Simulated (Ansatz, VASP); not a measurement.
**Two plane-wave programs on Zr**

INCAR

```
AGGAC = 1.0
AGGAX = 1.0
ALDAC = 0.0
ALDAX = 1.0
ALGO = Normal
EDIFF = 1E-6
ENCUT = 520
GGA = B5
ISIF = 2
ISMEAR = -1
LASPH = T
LCHARG = F
LREAL = F
LWAVE = F
NBANDS = 19
NELM = 100
PREC = Accurate
SIGMA = 0.1
```

KPOINTS

```
k-points
0
Gamma
  18 18 10
```

Contents of POSCAR:

```
Zr
1.0
    3.3925077882      0.0000000000      0.0000000000
   -1.6962538941      2.9379979272      0.0000000000
    0.0000000000      0.0000000000      5.4346635969
Zr
2
Direct
    0.3333333333      0.6666666667      0.2500000000
    0.6666666667      0.3333333333      0.7500000000
```

Input for Ansatz:

```yaml
crystal:
  lattice:
    - [3.3925077875, 0.0, 0.0]
    - [-1.6962538937, 2.9379979265, 0.0]
    - [0.0, 0.0, 5.4346635983]
  atoms:
    - { symbol: Zr, position: [0.3333333333, 0.6666666667, 0.25] }
    - { symbol: Zr, position: [0.6666666667, 0.3333333333, 0.75] }
hamiltonian:
  xc: blyp
  pseudopotentials:
    kind: paw
    azcp:
      Zr: "pseudopotentials/Zr.paw.azcp"
basis:
  ecutwfc: 420
  fft_grid_basis: typed
kpoints:
  mp_grid: { grid: [18, 18, 10], shift: [0, 0, 0] }
magnetization:
  spin_polarized: false
scf:
  occupations: { method: fermi_dirac, width: 0.1 }
output:
  stress: true
```

Alike in both runs: task single point; functional BLYP; k mesh 18 × 18 × 10; occupations fermi-dirac, width 0.1 eV; no spin polarisation.

```csv
,VASP,Ansatz
version,VASP 6.6.1,Ansatz 0.2.0
potentials or method,"VASP PAW PBE potentials, release 64 (Zr_sv), cutoff 520 eV","plane waves (420 eV) with PAW, scalar-relativistic"
valence electrons in the cell,24,24
```

Ansatz gave:

```
pressure (GPa)                                                : -8.2
traceless stress, the component that is largest in VASP (GPa) : -0.23
```

What did VASP give for the same quantities?

Pressure (GPa): -8.1; traceless stress, the component that is largest in VASP (GPa): -0.21.

VASP's potentials were made for PBE, not for BLYP.
